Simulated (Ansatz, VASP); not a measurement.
**TiAl3 in VASP and in Ansatz**

```
Ti Al
1.0
    -1.75085    1.82000    4.24176
     1.75085   -1.82000    4.24176
     1.75085    1.82000   -4.24176
Ti Al
1 3
Cartesian
  0.0000 0.0000 0.0000
  0.0000 0.0000 4.2418
  0.0000 1.8200 2.1209
  1.7509 0.0000 2.1209
```

Change from the starting cell: normal strain along x -0.0733, normal strain along y -0.0367.

Alike in both runs: task single point; functional LDA; k mesh 14 × 14 × 14; occupations gaussian, width 0.15 eV; no spin polarisation.

```csv
,VASP,Ansatz
version,VASP 6.6.1,Ansatz 0.2.0
potentials or method,"VASP PAW LDA potentials, release 64 (Ti_sv, Al), cutoff 520 eV","scalar-relativistic, plane waves, PAW"
valence electrons in the cell,21,21
```

```tsv
	VASP	Ansatz	Ansatz less VASP
gap on the k mesh at the Fermi level (eV)	none	none	-
pressure (GPa)	17.5	17.2	-0.28
traceless stress, the component that is largest in VASP (GPa)	-10.49	-10.47	+0.026
rms of the force components (eV/Å)	0.011	0.011	-0.0001
```

Ansatz warns that its potentials were made for another functional, while VASP's fit it. LDA's correlation is that of Perdew and Zunger in VASP and of Perdew and Wang (1992) in Ansatz. Atom by atom the forces differ by 0.000 eV/Å (rms over components). A gap of «none» marks a metal or a gap that the smearing closes.
